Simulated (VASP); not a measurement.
# AgCl: single point with r2SCAN

The system is AgCl.

```
Ag Cl
1.0
     4.47408    0.00000    0.00000
    -2.23704    3.87467    0.00000
     0.00000    0.00000    5.66469
Ag Cl
2 2
Direct
  0.33333 0.66667 0.93778
  0.66667 0.33333 0.43778
  0.33333 0.66667 0.43722
  0.66667 0.33333 0.93722
```

This cell differs from its parent crystal: volume changed by -3%.

```
Program             : VASP 6.6.1
Task                : single point
Functional          : r2SCAN
Potentials or basis : VASP PAW PBE potentials, release 64 (Ag, Cl)
Cutoff              : 520 eV
k mesh              : 6 × 6 × 4
Occupations         : gaussian, width 0.01 eV
Spin                : no spin polarisation
```

- Pressure: 1.2 GPa
- Band gap on the k mesh: 1.75 eV, indirect (least direct gap 1.76 eV)

Forces on the atoms (eV/Å):
```
Ag   0.000  0.000 -0.003
Ag   0.000  0.000 -0.003
Cl   0.000  0.000  0.003
Cl   0.000  0.000  0.003
```

Stress tensor (GPa, compression positive):
```
1.26 0.00 0.00
0.00 1.26 0.00
0.00 0.00 1.12
```

Levels at points of the mesh, in eV from the valence-band top:
```
           k point  band 15  band 16  band 17  band 18  band 19  band 20  band 21  band 22
(0.00, 0.00, 0.00)    -0.32    -0.32    -0.01    -0.01     1.75     3.53     7.91     7.91
(0.50, 0.00, 0.00)    -1.48    -1.46    -1.44    -1.08     4.60     4.84     6.45     7.74
(0.00, 0.00, 0.50)    -0.12    -0.12    -0.12    -0.12     3.87     3.87     7.80     7.80
(0.50, 0.00, 0.50)    -1.18    -1.18    -0.13    -0.13     5.24     5.24     6.84     6.84
```

Wall time 98 s on 1 thread of Intel(R) Xeon(R) 6975P-C (Granite Rapids) (shared host), peak memory 0.25 GiB.

Caveat: the PAW data sets were made with another functional, which shifts forces and pressure a little. A k mesh can miss the band edges.
